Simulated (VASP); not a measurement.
Set up this calculation in VASP 6.6.1, as the native input.

```
Task                   : single point
Functional             : PBE
Potentials or basis    : VASP PAW PBE potentials, release 64 (Hf_pv, Te, W_sv)
Cutoff                 : 520 eV
k mesh                 : 4 × 4 × 2
Occupations            : gaussian, width 0.1 eV
Spin                   : no spin polarisation
Dipole correction      : no
Further INCAR settings : ALGO = Normal; EDIFF = 1e-06; NBANDS = 33
```

The structure of HfTe2W2 lies in POSCAR:

```
HfTe2W2
1.0
    4.0766258923      0.0000000000      0.0000000000
    0.0000000000      4.0766258923      0.0000000000
    0.0000000000      0.0000000000      7.1633508599
Hf Te W
1 2 2
Direct
    0.5000000000      0.5000000000      0.7885899440
    0.5000000000      0.0000000000      0.4647011962
    0.0000000000      0.5000000000      0.4647011962
    0.5000000000      0.0000000000      0.0717655018
    0.0000000000      0.5000000000      0.0717655018
```

The input as run:

INCAR

```
  PREC = Accurate
  ENCUT = 520
  EDIFF = 1E-6
  ISMEAR = 0
  SIGMA = 0.1
  LREAL = F
  LASPH = T
  NELM = 100
  ALGO = Normal
  ISIF = 2
  LWAVE = F
  LCHARG = T
  GGA = PE
  LELF = T
  LVHAR = T
  NBANDS = 33
```

KPOINTS

```
regular mesh
0
Gamma
  4 4 2
```

Potentials or basis: VASP PAW PBE potentials, release 64 (Hf_pv, Te, W_sv).

Command:

```bash
$ cat potpaw_PBE.64/Hf_pv/POTCAR potpaw_PBE.64/Te/POTCAR potpaw_PBE.64/W_sv/POTCAR > POTCAR
$ mpirun -np 1 vasp_std > vasp.out
```

It gave:

```yaml
Pressure: -0.1 GPa
Largest_force: 0.064 eV/Å
Band_gap_on_the_k_mesh: zero (band 25 reaches 9.05 eV, above the bottom of band 26 at 7.08 eV)
```

Caveat: the k points lie up to 0.44 Å⁻¹ apart; spin-orbit coupling is left out, which moves the levels of the heavy elements.

Wall time 24 s on 1 thread of Intel(R) Xeon(R) 6975P-C (Granite Rapids) (shared host), peak memory 0.24 GiB.
